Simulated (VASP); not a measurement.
Write the native input for VASP 6.6.1 that does the following.

```yaml
Task: single point
Functional: PBE
Potentials_or_basis: VASP PAW PBE potentials, release 64 (Ga_d, As)
Cutoff: 500 eV
k_mesh: 10 × 10 × 10
Occupations: gaussian, width 0.03 eV
Spin: no spin polarisation
Dipole_correction: no
Further_INCAR_settings: ALGO = Normal; EDIFF = 1e-06; NBANDS = 16
```

The structure of GaAs lies in POSCAR:

```
GaAs
1.0
    0.0000000000      2.8726922682      2.8726922682
    2.8726922682      0.0000000000      2.8726922682
    2.8726922682      2.8726922682      0.0000000000
Ga As
1 1
Direct
    0.0000000000      0.0000000000      0.0000000000
    0.7500000000      0.7500000000      0.7500000000
```

One way to write it, as run:

INCAR

```
SYSTEM = GaAs
ALGO = Normal ; EDIFF = 1E-6
ENCUT = 500 ; GGA = PE
GGA_COMPAT = .FALSE. ; ISIF = 2
ISMEAR = 0 ; LASPH = .TRUE.
LCHARG = .FALSE. ; LREAL = .FALSE.
LWAVE = .FALSE. ; NBANDS = 16
NELM = 120 ; PREC = Accurate
SIGMA = 0.03
```

KPOINTS

```
k-points
0
G
  10 10 10
  0 0 0
```

Potentials or basis: VASP PAW PBE potentials, release 64 (Ga_d, As).

Command:

```bash
$ cat potpaw_PBE.64/Ga_d/POTCAR potpaw_PBE.64/As/POTCAR > POTCAR
$ mpirun -np 1 vasp_std > vasp.out
```

It gave:

```json
{
 "Pressure": "0.1 GPa",
 "Band gap on the k mesh": "0.16 eV"
}
```

Caveat: semilocal functionals underestimate gaps, and a narrow one can read as zero.

Wall time 34 s on 1 thread of Intel(R) Xeon(R) Platinum 8259CL CPU @ 2.50GHz (Skylake/Cascade Lake), with other jobs on the host, peak memory 0.18 GiB.
